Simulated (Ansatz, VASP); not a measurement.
## One calculation of Hf3Si2N, two programs

```
Hf Si N
1.0
     4.07707    0.00000    0.00000
    -2.03853    3.53084    0.00000
     0.00000    0.00000    8.88168
Hf Si N
3 2 1
Direct
  0.66667 0.33333 0.50000
  0.00000 0.00000 0.00000
  0.00000 0.00000 0.50000
  0.33333 0.66667 0.25167
  0.33333 0.66667 0.74833
  0.66667 0.33333 0.00000
```

Change from the starting cell: species swapped into the Sr2Al3Ge type (P-6m2, No. 187).

Alike in both runs: task single point; functional PBE; k mesh 6 × 6 × 2; occupations gaussian, width 0.1 eV; no spin polarisation.

```csv
,VASP,Ansatz
version,VASP 6.6.1,Ansatz 0.2.0
potentials or method,"VASP PAW PBE potentials, release 64 (Hf_pv, Si, N), cutoff 520 eV","scalar-relativistic, plane waves, PAW"
valence electrons in the cell,43,91
```

|  | VASP | Ansatz | Ansatz less VASP |
| --- | --- | --- | --- |
| gap on the k mesh at the Fermi level (eV) | none | none | - |
| pressure (GPa) | -7.1 | -6.5 | +0.56 |
| traceless stress, the component that is largest in VASP (GPa) | -11.88 | -12.25 | -0.370 |
| rms of the force components (eV/Å) | 0.696 | 0.700 | +0.0040 |

Atom by atom the forces differ by 0.004 eV/Å (rms over components). A gap of «none» marks a metal or a gap that the smearing closes. With one functional, cell and mesh, what is left measures potentials, basis and numerics. VASP's potentials hold 43 valence electrons a cell and Ansatz's 91, so a difference there can come from the potentials and not from the codes.

Neither program's run includes spin-orbit coupling.
